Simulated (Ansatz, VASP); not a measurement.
**Mg2Te3O in VASP and in Ansatz**

Contents of INCAR:

```
SYSTEM = Mg2Te3O
  PREC = Accurate
  ENCUT = 600
  EDIFF = 1E-6
  ISMEAR = 0
  SIGMA = 0.1
  LREAL = .False.
  LASPH = .True.
  NELM = 100
  ALGO = Normal
  ISIF = 3
  LWAVE = .False.
  LCHARG = .False.
  GGA = PE
  IBRION = 2
  NSW = 100
  EDIFFG = -0.01
```

KPOINTS

```
regular mesh
0
Gamma
  12 12 4
  0 0 0
```

POSCAR

```
Mg2Te3O
1.0
    3.1112542659      0.0000000000      0.0000000000
    0.0000000000      3.1112542659      0.0000000000
    0.0000000000      0.0000000000     15.2373212301
Mg Te O
2 3 1
Direct
    0.0000000000      0.0000000000      0.1102539775
    0.5000000000      0.5000000000      0.4724724598
    0.0000000000      0.0000000000      0.6111821269
    0.0000000000      0.0000000000      0.3330872366
    0.5000000000      0.5000000000      0.8607659824
    0.5000000000      0.5000000000      0.1122382268
```

Input for Ansatz:

```yaml
crystal:
  lattice:
    - [3.1112542659, 0.0, 0.0]
    - [0.0, 3.1112542659, 0.0]
    - [0.0, 0.0, 15.2373212301]
  atoms:
    - { symbol: Mg, position: [0.0, 0.0, 0.1102539775] }
    - { symbol: Mg, position: [0.5, 0.5, 0.4724724598] }
    - { symbol: Te, position: [0.0, 0.0, 0.6111821269] }
    - { symbol: Te, position: [0.0, 0.0, 0.3330872366] }
    - { symbol: Te, position: [0.5, 0.5, 0.8607659824] }
    - { symbol: O, position: [0.5, 0.5, 0.1122382268] }
basis:
  ecutwfc: 420
kpoints:
  mp_grid: { grid: [12, 12, 4] }
hamiltonian:
  xc: pbe
scf:
  occupations: { method: gaussian, width: 0.1 }
output:
  forces: true
  stress: true
  eigenvalues: true
  write_density: true
  write_potential: true
  elf: true
  volumetric_format: npy
relax:
  adjacent_minimum: "off"
  f_tol: 0.01
  max_steps: 80
  cell: { stress_tol: 0.05 }
```

Change from the starting cell: species swapped into the Dy2CuAg3 type (P4mm, No. 99).

Alike in both runs: task relaxation of cell and atoms; functional PBE; k mesh 12 × 12 × 4; occupations gaussian, width 0.1 eV; no spin polarisation.

|  | VASP | Ansatz |
| --- | --- | --- |
| version | VASP 6.6.1 | Ansatz 0.2.0 |
| potentials or method | VASP PAW PBE potentials, release 64 (Mg, Te, O), cutoff 600 eV | scalar-relativistic, plane waves, PAW |
| valence electrons in the cell | 28 | 74 |

VASP gave:

- gap on the k mesh at the Fermi level, each at its own relaxed structure (eV): none
- relaxed volume (Å³/atom): 24.53
- relaxed length of the cell vector where the two differ most in proportion (Å): 3.085

Task: What did Ansatz give for the same quantities?

Result: gap on the k mesh at the Fermi level, each at its own relaxed structure (eV): none; relaxed volume (Å³/atom): 24.63; relaxed length of the cell vector where the two differ most in proportion (Å): 3.089.

A gap of «none» marks a metal or a gap that the smearing closes. VASP's potentials hold 28 valence electrons a cell and Ansatz's 74, so a difference there can come from the potentials and not from the codes.

Neither program's run includes spin-orbit coupling.
